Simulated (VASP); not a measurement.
# CdS (Greenockite) (P6_3mc) in VASP: settings compared

CdS (Greenockite) is run at these levels: LDA, PBE, BLYP; tasks: density of states.

Program: VASP 6.6.1. These are calculated values, not measurements. Logs are shortened: lines on timing, memory, paths and dates and some standing lists are left out, and cuts for length are marked.

**1. The cell of the first run**

The structure is hexagonal, space group P6_3mc (No. 186). Conventional cell: a = 4.150 Å, b = 4.150 Å, c = 6.737 Å, α = 90.00°, β = 90.00°, γ = 120.00°. Within 3.3 Å of Cd (site symmetry 3m) lie 4 S at 2.53 to 2.54 Å. S (site symmetry 3m) has 4 Cd at 2.53 to 2.54 Å within 3.3 Å.

**2. Density of states, LDA**

File POSCAR:

```
CdS
1.0
    4.1500000000      0.0000000000      0.0000000000
   -2.0750000000      3.5940054257      0.0000000000
    0.0000000000      0.0000000000      6.7370000000
Cd S
2 2
Direct
    0.6666666667      0.3333333333      0.5000000000
    0.3333333333      0.6666666667      0.0000000000
    0.6666666667      0.3333333333      0.8750000000
    0.3333333333      0.6666666667      0.3750000000
```

File INCAR.step1:

```
SYSTEM = CdS
PREC = Accurate
ENCUT = 520
EDIFF = 1E-7
ISMEAR = -1
SIGMA = 0.05
LREAL = .False.
LASPH = .True.
NELM = 80
ALGO = Normal
ISIF = 2
LWAVE = .False.
LCHARG = .True.
NBANDS = 26
```

File KPOINTS.step1:

```
Automatic mesh
0
Gamma
  4 4 3
  0 0 0
```

File INCAR.step2:

```
SYSTEM = CdS
PREC = Accurate
ENCUT = 520
EDIFF = 1E-7
ISMEAR = -5
SIGMA = 0.05
LREAL = .False.
LASPH = .True.
NELM = 80
ALGO = Normal
ISIF = 2
LWAVE = .False.
LCHARG = .False.
LORBIT = 11
NEDOS = 2001
ICHARG = 11
```

File KPOINTS.step2:

```
Automatic mesh
0
Gamma
  6 6 5
  0 0 0
```

Potentials or basis: VASP PAW LDA potentials, release 64 (Cd, S).

On the command line:

```bash
$ cat potpaw_LDA.64/Cd/POTCAR potpaw_LDA.64/S/POTCAR > POTCAR
$ cp INCAR.step1 INCAR
$ cp KPOINTS.step1 KPOINTS
$ mpirun -np 1 vasp_std > vasp.out
$ cp INCAR.step2 INCAR
$ cp KPOINTS.step2 KPOINTS
$ mpirun -np 1 vasp_std > vasp.out
```

OUTCAR:

```text
SYSTEM = CdS
   PREC = Accurate
   ENCUT = 520
   EDIFF = 1E-7
   ISMEAR = -5
   LREAL = .False.
   LASPH = .True.
   NELM = 80
   ISIF = 2
   LORBIT = 11
   ICHARG = 11

 ion  position               nearest neighbor table
   1  0.667  0.333  0.500-   3 2.53   4 2.54   4 2.54   4 2.54
   2  0.333  0.667  0.000-   4 2.53   3 2.54   3 2.54   3 2.54
   3  0.667  0.333  0.875-   1 2.53   2 2.54   2 2.54   2 2.54
   4  0.333  0.667  0.375-   2 2.53   1 2.54   1 2.54   1 2.54

  LATTYP: Found a hexagonal cell.
 ALAT       =     4.1500000000
 C/A-ratio  =     1.6233734940

  Lattice vectors:

 A1 = (   4.1500000000,   0.0000000000,   0.0000000000)
 A2 = (  -2.0750000000,   3.5940054257,   0.0000000000)
 A3 = (   0.0000000000,   0.0000000000,   6.7370000000)

Analysis of symmetry for initial positions (statically):
=====================================================================
 Subroutine PRICEL returns:
 Original cell was already a primitive cell.

 Routine SETGRP: Setting up the symmetry group for a
 hexagonal supercell.

 Subroutine GETGRP returns: Found 12 space group operations
 (whereof  6 operations were pure point group operations)
 out of a pool of 24 trial point group operations.

The static configuration has the point symmetry C_3v.
 The point group associated with its full space group is C_6v.

Analysis of symmetry for dynamics (positions and initial velocities):
=====================================================================
 Subroutine PRICEL returns:
 Original cell was already a primitive cell.

 Routine SETGRP: Setting up the symmetry group for a
 hexagonal supercell.

 Subroutine GETGRP returns: Found 12 space group operations
 (whereof  6 operations were pure point group operations)
 out of a pool of 24 trial point group operations.

The dynamic configuration has the point symmetry C_3v.
 The point group associated with its full space group is C_6v.

 Subroutine INISYM returns: Found 12 space group operations
 (whereof  6 operations are pure point group operations),
 and found     1 'primitive' translations

----------------------------------------------------------------------------------------

                                     Primitive cell

  volume of cell :     100.4832

  direct lattice vectors                    reciprocal lattice vectors
     4.150000000  0.000000000  0.000000000     0.240963855  0.139120547  0.000000000
    -2.075000000  3.594005426  0.000000000     0.000000000  0.278241094  0.000000000
     0.000000000  0.000000000  6.737000000     0.000000000  0.000000000  0.148434021

  length of vectors
     4.150000000  4.150000000  6.737000000     0.278241094  0.278241094  0.148434021

  position of ions in fractional coordinates (direct lattice)
     0.666666667  0.333333333  0.500000000
     0.333333333  0.666666667  0.000000000
     0.666666667  0.333333333  0.875000000
     0.333333333  0.666666667  0.375000000

  ion indices of the primitive-cell ions
   primitive index   ion index
                 1           1
                 2           2
                 3           3
                 4           4

----------------------------------------------------------------------------------------

 KPOINTS: Automatic mesh

Automatic generation of k-mesh.
 Grid dimensions read from file:
 generate k-points for:    6    6    5

 Generating k-lattice:

  Cartesian coordinates                     Fractional coordinates (reciprocal lattice)
     0.040160643  0.023186758  0.000000000     0.166666667  0.000000000  0.000000000
     0.000000000  0.046373516  0.000000000     0.000000000  0.166666667  0.000000000
     0.000000000  0.000000000  0.029686804     0.000000000  0.000000000  0.200000000

  Length of vectors
     0.046373516  0.046373516  0.029686804

  Shift w.r.t. Gamma in fractional coordinates (k-lattice)
     0.000000000  0.000000000  0.000000000

 TETIRR: Found    161 inequivalent tetrahedra from     1080

 Subroutine IBZKPT returns following result:
 ===========================================

 Found     21 irreducible k-points:

 Following reciprocal coordinates:
            Coordinates               Weight
  0.000000  0.000000  0.000000      1.000000
  0.166667 -0.000000  0.000000      6.000000
  0.333333  0.000000  0.000000      6.000000
  0.500000 -0.000000  0.000000      3.000000
  0.166667  0.166667  0.000000      6.000000
  0.333333  0.166667  0.000000     12.000000
[... 13 lines left out ...]
  0.333333  0.166667  0.400000     24.000000
  0.333333  0.333333  0.400000      4.000000
   k-points           NKPTS =     21   k-points in BZ     NKDIM =     21   number of bands    NBANDS=     22
   number of dos      NEDOS =   2001   number of ions     NIONS =      4
   total plane-waves  NPLWV =  51200
   dimension x,y,z NGX =    32 NGY =   32 NGZ =   50
   dimension x,y,z NGXF=    64 NGYF=   64 NGZF=  100
   ions per type =               2   2
   NGX,Y,Z   is equivalent  to a cutoff of  12.82, 12.82, 12.34 a.u.
   NGXF,Y,Z  is equivalent  to a cutoff of  25.64, 25.64, 24.68 a.u.
 SYSTEM =  CdS
   PREC   = accura    normal or accurate (medium, high low for compatibility)
   ISTART =      0    job   : 0-new  1-cont  2-samecut
   ICHARG =     11    charge: 1-file 2-atom 10-const
   ISPIN  =      1    spin polarized calculation?
   LNONCOLLINEAR =      F non collinear calculations
   LSORBIT =      F    spin-orbit coupling
   LASPH  =      T    aspherical Exc in radial PAW
   ENCUT  =  520.0 eV  38.22 Ry    6.18 a.u.   7.72  7.72 12.53*2*pi/ulx,y,z
   NELM   =     80;   NELMIN=  2; NELMDL=  0     # of ELM steps
   EDIFF  = 0.1E-06   stopping-criterion for ELM
   LREAL  =      F    real-space projection
   EDIFFG = 0.1E-05   stopping-criterion for IOM
   NSW    =      0    number of steps for IOM
   IBRION =     -1    ionic relax: 0-MD 1-quasi-New 2-CG
   NFREE  =      0    steps in history (QN), initial steepest desc. (CG)
   ISIF   =      2    stress and relaxation
   ISYM   =      2    0-nonsym 1-usesym 2-fastsym
   POTIM  = 0.5000    time-step for ionic-motion
   TEBEG  =    0.0;   TEEND  =   0.0 temperature during run
   PSTRESS=    0.0 pullay stress
   NELECT =      36.0000    total number of electrons
   NUPDOWN=      -1.0000    fix difference up-down
   EMIN   =  10.00;   EMAX   =-10.00  energy-range for DOS
   EFERMI =   0.00;   METHOD = LEGACY
   ISMEAR =    -5;   SIGMA  =   0.05  broadening in eV -4-tet -1-fermi 0-gaus
   EFERMI_NEDOS =   21; number of points for ismear=-14 and -15
   IALGO  =     38    algorithm
   IMIX   =      4    mixing-type and parameters
     AMIX     =   0.40;   BMIX     =  1.00
     AMIX_MAG =   1.60;   BMIX_MAG =  1.00
  volume/ion in A,a.u.               =      25.12       169.52
  Fermi-wavevector in a.u.,A,eV,Ry     =   1.162727  2.197236 18.394190  1.351935
  Thomas-Fermi vector in A             =   2.299285
   LORBIT       =     11    0 simple, 1 ext, 2 COOP (PROOUT), +10 PAW based schemes
   GGA     = CA    functional components
   LHFCALC =     F    Hartree Fock is set to
   AEXX    =    0.0000 exact exchange contribution
   IVDW    =     0    specifies the selected vdW correction
   LEPSILON=     F    determine dielectric tensor
   LRPA    =     F    only Hartree local field effects (RPA)
 non-spin polarized calculation
 Fermi weights with tetrahedron method with Bloechl corrections
  energy-cutoff  :      520.00
  volume of cell :      100.48
 maximum number of plane-waves:      2731
 NGX is ok and might be reduce to    32

 number of electron      35.9999996 magnetization

 Free energy of the ion-electron system (eV)
  ---------------------------------------------------
  ext. energy  EPLUGINS =         0.00000000
  ---------------------------------------------------
  free energy    TOTEN  =       -14.78084173 eV

  energy without entropy =      -14.78084173  energy(sigma->0) =      -14.78084173

 E-fermi :   1.0337     XC(G=0):  -9.5203

 val. band max:        1.0305102606   @ k =   0.0000   0.0000   0.0000
 cond. band min:       1.9602189427   @ k =   0.0000   0.0000   0.0000
 fundamental gap:      0.9297086821
 Fermi energy:         1.0336970916

 k-point     1 :       0.0000    0.0000    0.0000
  band No.  band energies     occupation
      1     -11.2514      2.00000
      2     -10.8085      2.00000
      3      -6.7065      2.00000
      4      -6.6820      2.00000
      5      -6.6819      2.00000
      6      -6.5964      2.00000
[... 14 lines left out ...]
     21       7.3042      0.00000
     22       7.3042      0.00000

 k-point     2 :       0.1667   -0.0000    0.0000
  band No.  band energies     occupation
      1     -11.1553      2.00000
      2     -10.7682      2.00000
      3      -6.6726      2.00000
      4      -6.6464      2.00000
      5      -6.6156      2.00000
      6      -6.5521      2.00000
[... 14 lines left out ...]
     21       6.5696      0.00000
     22       7.6552      0.00000

 k-point     3 :       0.3333    0.0000    0.0000
  band No.  band energies     occupation
      1     -10.9476      2.00000
      2     -10.7012      2.00000
      3      -6.6165      2.00000
      4      -6.5935      2.00000
      5      -6.4794      2.00000
      6      -6.4391      2.00000
[... 14 lines left out ...]
     21       6.1899      0.00000
     22       7.0323      0.00000
[... 401 lines left out ...]
 k-point    20 :       0.3333    0.1667    0.4000
  band No.  band energies     occupation
      1     -10.7680      2.00000
      2     -10.7247      2.00000
      3      -6.5604      2.00000
      4      -6.5349      2.00000
      5      -6.5099      2.00000
      6      -6.4607      2.00000
[... 14 lines left out ...]
     21       6.3813      0.00000
     22       6.6991      0.00000

 k-point    21 :       0.3333    0.3333    0.4000
  band No.  band energies     occupation
      1     -10.7129      2.00000
      2     -10.7129      2.00000
      3      -6.5343      2.00000
      4      -6.5109      2.00000
      5      -6.5109      2.00000
      6      -6.4516      2.00000
[... 14 lines left out ...]
     21       6.4699      0.00000
     22       7.2914      0.00000

------------------------ aborting loop because EDIFF is reached ----------------------------------------

  FORCE on cell =-STRESS in cart. coord.  units (eV):
  Direction    XX          YY          ZZ          XY          YZ          ZX
  --------------------------------------------------------------------------------------
  -------------------------------------------------------------------------------------
  Total       -1.9273947     -1.9273947     -1.5730078      0.0000000      0.0000000      0.0000000
  in kB      -30.7317912    -30.7317912    -25.0811871      0.0000000      0.0000000      0.0000000
  external PRESSURE =     -28.8482565 kB  Pullay stress =       0.0000000 kB

 VOLUME and BASIS-vectors are now :
 -----------------------------------------------------------------------------
  energy-cutoff  :      520.00
  volume of cell :      100.48
      direct lattice vectors                 reciprocal lattice vectors
     4.150000000  0.000000000  0.000000000     0.240963855  0.139120547  0.000000000
    -2.075000000  3.594005426  0.000000000     0.000000000  0.278241094  0.000000000
     0.000000000  0.000000000  6.737000000     0.000000000  0.000000000  0.148434021

 POSITION                                       TOTAL-FORCE (eV/Angst)
 -----------------------------------------------------------------------------------
      2.07500      1.19800      3.36850        -0.000000      0.000000     -0.063599
     -0.00000      2.39600      0.00000        -0.000000     -0.000000     -0.063599
      2.07500      1.19800      5.89487         0.000000      0.000000      0.063599
     -0.00000      2.39600      2.52637         0.000000      0.000000      0.063599
 -----------------------------------------------------------------------------------
    total drift:                               -0.000000     -0.000000      0.003293

  FREE ENERGIE OF THE ION-ELECTRON SYSTEM (eV)
  ---------------------------------------------------
  free  energy   TOTEN  =       -14.7808417281 eV

  energy  without entropy=      -14.7808417281  energy(sigma->0) =      -14.78084173

 total charge

# of ion       s       p       d       tot
------------------------------------------
    1        0.438   0.326   9.553  10.318
    2        0.438   0.326   9.553  10.318
    3        1.323   2.368   0.000   3.691
    4        1.323   2.368   0.000   3.691
--------------------------------------------------
tot          3.523   5.389  19.106  28.018
```

It took 28 s on 1 thread of AMD EPYC 9R45 (Zen 5), shared host; peak memory 0.15 GiB.

Results:

* Valence electrons inside the program's atomic spheres: Cd 10.32; S 3.69

Caveat: the k points lie up to 0.44 Å⁻¹ apart.

(Part 1 of 2 ends here.)
